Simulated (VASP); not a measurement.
# BaTe in VASP: further runs, part 2 of 2

VASP 6.6.1. The steps go on from the part before.

## Step 5: Single point, r2SCAN (in-plane strain -0.02)

File POSCAR:

```
BaTe
1.0
    3.4605910169      3.4605910169      0.0000000000
   -3.4605910169      3.4605910169      0.0000000000
    0.0000000000      3.4605910169      3.5735899072
Ba Te
1 1
Direct
    0.0000000000      0.0000000000      0.0000000000
    0.5000000000      0.5000000000      0.0000000000
```

File INCAR.step1:

```
PREC = Accurate
ENCUT = 520
ISMEAR = 0
SIGMA = 0.01
LREAL = False
LASPH = True
NELM = 100
NBANDS = 15
GGA = PE
ALGO = Normal
EDIFF = 1E-4
LWAVE = True
LCHARG = False
```

File INCAR.step2:

```
PREC = Accurate
ENCUT = 520
EDIFF = 1E-6
ISMEAR = 0
SIGMA = 0.01
LREAL = False
LASPH = True
NELM = 100
ALGO = Normal
ISIF = 2
LWAVE = False
LCHARG = False
METAGGA = R2SCAN
LMIXTAU = True
NBANDS = 15
ISTART = 1
```

File KPOINTS:

```
Automatic mesh
0
Gamma
  6 6 6
```

Potentials or basis: VASP PAW PBE potentials, release 64 (Ba_sv, Te).

On the command line:

```sh
cat potpaw_PBE.64/Ba_sv/POTCAR potpaw_PBE.64/Te/POTCAR > POTCAR
cp INCAR.step1 INCAR
mpirun -np 1 vasp_std > vasp.out
cp INCAR.step2 INCAR
mpirun -np 1 vasp_std > vasp.out
```

OUTCAR:

```text
PREC = Accurate
   ENCUT = 520
   EDIFF = 1E-6
   ISMEAR = 0
   LREAL = False
   LASPH = True
   NELM = 100
   ISIF = 2
   METAGGA = R2SCAN
   ISTART = 1

 ion  position               nearest neighbor table
   1  0.000  0.000  0.000-   2 3.46   2 3.46   2 3.46   2 3.46   2 3.57   2 3.57
   2  0.500  0.500  0.000-   1 3.46   1 3.46   1 3.46   1 3.46   1 3.57   1 3.57

  LATTYP: Found a body centered tetragonal cell.
 ALAT       =     4.8940147499
 C/A-ratio  =     1.4603919644

  Lattice vectors:

 A1 = (   3.4605910169,   0.0000000000,  -3.5735899072)
[... 609 lines left out ...]
     10       6.2795      0.00000
     11       7.8995      0.00000
     12       7.9811      0.00000
     13       8.1658      0.00000
     14       9.9180      0.00000
     15      11.1351      0.00000

 [... further k-points ...]
[... 5 lines left out ...]
  --------------------------------------------------------------------------------------
  -------------------------------------------------------------------------------------
  Total        1.1579882      1.1579882     -0.0901955      0.0000000      0.0000000      0.0000000
  in kB       21.6760156     21.6760156     -1.6883416      0.0000000      0.0000000      0.0000000
  external PRESSURE =      13.8878965 kB  Pullay stress =       0.0000000 kB

 VOLUME and BASIS-vectors are now :
 -----------------------------------------------------------------------------
  energy-cutoff  :      520.00
  volume of cell :       85.59
      direct lattice vectors                 reciprocal lattice vectors
     3.460591017  3.460591017  0.000000000     0.144483991  0.144483991 -0.139915327
    -3.460591017  3.460591017  0.000000000    -0.144483991  0.144483991 -0.139915327
     0.000000000  3.460591017  3.573589907     0.000000000  0.000000000  0.279830654

 POSITION                                       TOTAL-FORCE (eV/Angst)
 -----------------------------------------------------------------------------------
      0.00000      0.00000      0.00000         0.000000      0.000000      0.000000
      0.00000      3.46059      0.00000         0.000000     -0.000000      0.000000
 -----------------------------------------------------------------------------------
    total drift:                               -0.000000      0.000000     -0.000000

  FREE ENERGIE OF THE ION-ELECTRON SYSTEM (eV)
  ---------------------------------------------------
  free  energy   TOTEN  =       -56.0022856393 eV

  energy  without entropy=      -56.0022856393  energy(sigma->0) =      -56.00228564
```

OUTCAR.step1:

```text
PREC = Accurate
   ENCUT = 520
   ISMEAR = 0
   LREAL = False
   LASPH = True
[... 654 lines left out ...]
      0.00000      0.00000      0.00000        -0.000000     -0.000000      0.000000
      0.00000      3.46059      0.00000         0.000000      0.000000      0.000000
 -----------------------------------------------------------------------------------
    total drift:                               -0.000000      0.000000     -0.000000

  FREE ENERGIE OF THE ION-ELECTRON SYSTEM (eV)
  ---------------------------------------------------
  free  energy   TOTEN  =        -8.6036543208 eV

  energy  without entropy=       -8.6036543208  energy(sigma->0) =       -8.60365432
```

OSZICAR.step1:

```text
N       E                     dE             d eps       ncg     rms          rms(c)
DAV:   1     0.839797977667E+02    0.83980E+02   -0.61895E+03   900   0.888E+02
DAV:   2    -0.334003973677E+01   -0.87320E+02   -0.79066E+02  1259   0.151E+02
DAV:   3    -0.857598462336E+01   -0.52359E+01   -0.51952E+01  1214   0.408E+01
DAV:   4    -0.870335027347E+01   -0.12737E+00   -0.12733E+00  1181   0.658E+00
DAV:   5    -0.870663925347E+01   -0.32890E-02   -0.32889E-02  1323   0.885E-01    0.374E+00
DAV:   6    -0.859533190604E+01    0.11131E+00   -0.12633E-01  1047   0.179E+00    0.245E+00
DAV:   7    -0.859690316468E+01   -0.15713E-02   -0.10947E-01  1117   0.185E+00    0.826E-01
DAV:   8    -0.860302345516E+01   -0.61203E-02   -0.14137E-02   935   0.796E-01    0.203E-01
DAV:   9    -0.860341959785E+01   -0.39614E-03   -0.74518E-04  1215   0.181E-01    0.644E-02
DAV:  10    -0.860364071121E+01   -0.22111E-03   -0.34182E-04   977   0.126E-01    0.232E-02
DAV:  11    -0.860365432080E+01   -0.13610E-04   -0.34664E-05   737   0.354E-02
   1 F= -.86036543E+01 E0= -.86036543E+01  d E =-.369219E-79
```

It took 2.1 min on 1 thread of AMD EPYC 9R14 (Zen 4), shared host; peak memory 0.21 GiB.

What came out:

```
Free energy            : -56.0023 eV
Pressure               : 1.4 GPa
Band gap on the k mesh : 1.84 eV (least direct gap 2.20 eV)
```

Levels at points of the mesh, in eV from the valence-band top:
```csv
k point,band 4,band 5,band 6,band 7,band 8,band 9,band 10,band 11,band 12,band 13
"(0.00, 0.00, 0.00)",-12.56,-9.85,-0.08,0.00,0.00,3.18,3.38,3.38,3.46,4.05
"(0.50, 0.00, 0.00)",-12.56,-9.06,-2.26,-1.17,-1.15,4.62,5.24,5.35,5.44,7.36
"(0.50, 0.50, 0.00)",-12.64,-9.63,-1.13,-0.47,-0.41,1.84,4.89,5.39,6.12,6.25
"(0.00, 0.00, 0.50)",-12.64,-9.64,-1.27,-0.36,-0.36,1.84,4.87,5.37,6.15,6.25
```

Caveat: the cell differs from its parent crystal (in-plane strain -0.02); the PAW data sets were made with another functional, which shifts forces and pressure a little; spin-orbit coupling is left out, which moves the levels of the heavy elements. A k mesh can miss the band edges.

## Step 6: Single point, r2SCAN (in-plane strain -0.01, then relaxed in part)

File POSCAR:

```
BaTe
1.0
    3.4959031701      3.4959031701      0.0000000000
   -3.4959031701      3.4959031701      0.0000000000
    0.0000000000      3.4959031701      3.5410755218
Ba Te
1 1
Direct
    0.0000000000      0.0000000000      0.0000000000
    0.5000000000      0.5000000000      0.0000000000
```

File INCAR.step1:

```
  PREC = Accurate
  ENCUT = 520
  ISMEAR = 0
  SIGMA = 0.01
  LREAL = False
  LASPH = True
  NELM = 80
  NBANDS = 15
  GGA = PE
  ALGO = Normal
  EDIFF = 1E-4
  LWAVE = True
  LCHARG = False
```

File INCAR.step2:

```
  PREC = Accurate
  ENCUT = 520
  EDIFF = 1E-6
  ISMEAR = 0
  SIGMA = 0.01
  LREAL = False
  LASPH = True
  NELM = 80
  ALGO = Normal
  ISIF = 2
  LWAVE = False
  LCHARG = True
  METAGGA = R2SCAN
  LMIXTAU = True
  LELF = True
  LVHAR = True
  NBANDS = 15
  ISTART = 1
```

KPOINTS is that of step 5.

Potentials or basis: VASP PAW PBE potentials, release 64 (Ba_sv, Te).

On the command line:

```sh
cat potpaw_PBE.64/Ba_sv/POTCAR potpaw_PBE.64/Te/POTCAR > POTCAR
cp INCAR.step1 INCAR
mpirun -np 1 vasp_std > vasp.out
cp INCAR.step2 INCAR
mpirun -np 1 vasp_std > vasp.out
```

Wall time 2.3 min (1 thread of AMD EPYC 9R14 (Zen 4), shared host); peak memory 0.24 GiB.

Results (log left out):

```
Free energy            : -56.0203 eV
Pressure               : 0.9 GPa
Band gap on the k mesh : 1.88 eV (least direct gap 2.26 eV)
```

Stress tensor (GPa, compression positive):
```
1.22 0.00 0.00
0.00 1.22 0.00
0.00 0.00 0.31
```

Levels at points of the mesh, in eV from the valence-band top:
```csv
k point,band 5,band 6,band 7,band 8,band 9,band 10,band 11,band 12
"(0.00, 0.00, 0.00)",-9.81,-0.03,0.00,0.00,3.28,3.36,3.36,3.52
"(0.50, 0.00, 0.00)",-9.05,-2.21,-1.12,-1.11,4.62,5.23,5.36,5.40
"(0.50, 0.50, 0.00)",-9.59,-1.14,-0.42,-0.40,1.88,4.92,5.31,6.18
"(0.00, 0.00, 0.50)",-9.59,-1.19,-0.38,-0.38,1.88,4.90,5.32,6.15
```

Caveat: the cell differs from its parent crystal (in-plane strain -0.01, then relaxed in part); the PAW data sets were made with another functional, which shifts forces and pressure a little; spin-orbit coupling is left out, which moves the levels of the heavy elements. A k mesh can miss the band edges.

## Step 7: Summary

```csv
cell,gap on the mesh (eV),pressure (GPa)
"a = 4.994 Å, angles 60.0, 60.0, 90.0°, 2 atoms",1.93,0.3
"a = 4.894, b = 4.894, c = 4.958 Å, angles 60.4, 60.4, 90.0°, 2 atoms",1.83,1.6
"a = 4.894, b = 4.894, c = 4.975 Å, angles 60.5, 60.5, 90.0°, 2 atoms",1.84,1.4
"a = 4.944, b = 4.944, c = 4.976 Å, angles 60.2, 60.2, 90.0°, 2 atoms",1.88,0.9
```

Alike in all rows: task single point; level r2SCAN; potentials or basis VASP PAW PBE potentials, release 64 (Ba_sv, Te); no spin polarisation; k mesh 6 × 6 × 6; cutoff (eV) 520; smearing gaussian 0.01 eV.

Caveats: the PAW data sets were made with another functional, which shifts forces and pressure a little; spin-orbit coupling is left out, which moves the levels of the heavy elements.

Total energies depend on the potentials used, so only differences within one code and one set of settings carry meaning.
